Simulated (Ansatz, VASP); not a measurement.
# HfB2 in VASP and in Ansatz

File INCAR:

```
SYSTEM = HfB2
PREC = Accurate
ENCUT = 600
EDIFF = 1E-6
ISMEAR = -1
SIGMA = 0.15
LREAL = .False.
LASPH = .True.
NELM = 100
ALGO = Normal
ISIF = 3
LWAVE = .False.
LCHARG = .False.
GGA = PS
IBRION = 2
NSW = 80
EDIFFG = -0.001
```

KPOINTS

```
Automatic mesh
0
Gamma
  15 15 12
  0 0 0
```

Contents of POSCAR:

```
HfB2
1.0
    3.1274219639      0.0000000000      0.0000000000
   -1.5637109819      2.7084268691      0.0000000000
    0.0000000000      0.0000000000      3.4471417754
Hf B
1 2
Direct
    0.0000000000      0.0000000000      0.0000000000
    0.3333333333      0.6666666667      0.5000000000
    0.6666666667      0.3333333333      0.5000000000
```

Input for Ansatz:

```yaml
crystal:
  lattice:
    - [3.1274219651, 0.0, 0.0]
    - [-1.5637109825, 2.7084268701, 0.0]
    - [0.0, 0.0, 3.4471417735]
  atoms:
    - { symbol: Hf, position: [0.0, 0.0, 0.0] }
    - { symbol: B, position: [0.3333333333, 0.6666666667, 0.5] }
    - { symbol: B, position: [0.6666666667, 0.3333333333, 0.5] }
basis:
  ecutwfc: 420
kpoints:
  mp_grid: { grid: [15, 15, 12] }
hamiltonian:
  xc: pbesol
scf:
  occupations: { method: fermi_dirac, width: 0.15 }
output:
  forces: true
  stress: true
  eigenvalues: true
  write_density: true
  write_potential: true
  elf: true
  volumetric_format: npy
relax:
  adjacent_minimum: "off"
  f_tol: 0.001
  max_steps: 60
  cell: { stress_tol: 0.01 }
```

Alike in both runs: task relaxation of cell and atoms; functional PBEsol; k mesh 15 × 15 × 12; occupations fermi-dirac, width 0.15 eV; no spin polarisation.

```csv
,VASP,Ansatz
version,VASP 6.6.1,Ansatz 0.2.0
potentials or method,"VASP PAW PBE potentials, release 64 (Hf_pv, B), cutoff 600 eV","scalar-relativistic, plane waves, PAW"
valence electrons in the cell,16,32
```

Ansatz gave:

```
gap on the k mesh at the Fermi level, each at its own relaxed structure (eV) : none
relaxed volume (Å³/atom)                                                     : 9.73
relaxed length of the cell vector where the two differ most in proportion (Å)              : 3.446
```

**Question.** Which values does VASP return?

**Answer.** gap on the k mesh at the Fermi level, each at its own relaxed structure (eV): none; relaxed volume (Å³/atom): 9.73; relaxed length of the cell vector where the two differ most in proportion (Å): 3.448.

VASP's potentials were made for PBE, not for PBEsol. A gap of «none» marks a metal or a gap that the smearing closes. VASP's potentials hold 16 valence electrons a cell and Ansatz's 32, so a difference there can come from the potentials and not from the codes.

Neither program's run includes spin-orbit coupling.
